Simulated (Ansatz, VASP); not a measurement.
# Two plane-wave programs on Tl

The input INCAR:

```
SYSTEM = Tl
ALGO = Normal
EDIFF = 1E-7
ENCUT = 520
GGA = PE
ISIF = 2
ISMEAR = 0
LASPH = .TRUE.
LCHARG = .TRUE.
LELF = .TRUE.
LREAL = .FALSE.
LVHAR = .TRUE.
LWAVE = .FALSE.
NBANDS = 12
NELM = 60
PREC = Accurate
SIGMA = 0.05
```

Contents of KPOINTS:

```
k-points
0
G
  8 8 8
  0 0 0
```

The input POSCAR:

```
Tl
1.0
    0.0000000000      2.4451282827      2.4451282827
    2.4451282827      0.0000000000      2.4451282827
    2.4451282827      2.4451282827      0.0000000000
Tl
1
Direct
    0.0000000000      0.0000000000      0.0000000000
```

Input for Ansatz:

```yaml
crystal:
  lattice:
    - [0.0, 2.4451282827, 2.4451282827]
    - [2.4451282827, 0.0, 2.4451282827]
    - [2.4451282827, 2.4451282827, 0.0]
  atoms:
    - { symbol: Tl, position: [0.0, 0.0, 0.0] }
basis:
  ecutwfc: 420
  ecutrho_ratio: 4
kpoints:
  mp_grid: { grid: [8, 8, 8] }
hamiltonian:
  xc: pbe
scf:
  occupations: { method: gaussian, width: 0.05 }
output:
  forces: true
  stress: true
  eigenvalues: true
```

Alike in both runs: task single point; functional PBE; k mesh 8 × 8 × 8; occupations gaussian, width 0.05 eV; no spin polarisation.

```csv
,VASP,Ansatz
version,VASP 6.6.1,Ansatz 0.2.0
potentials or method,"VASP PAW PBE potentials, release 64 (Tl_d), cutoff 520 eV","scalar-relativistic, plane waves, PAW"
valence electrons in the cell,13,13
```

```tsv
	VASP	Ansatz	Ansatz less VASP
gap on the k mesh at the Fermi level (eV)	none	none	-
pressure (GPa)	2.1	2.1	+0.07
```

A gap of «none» marks a metal or a gap that the smearing closes.

Neither program's run includes spin-orbit coupling.
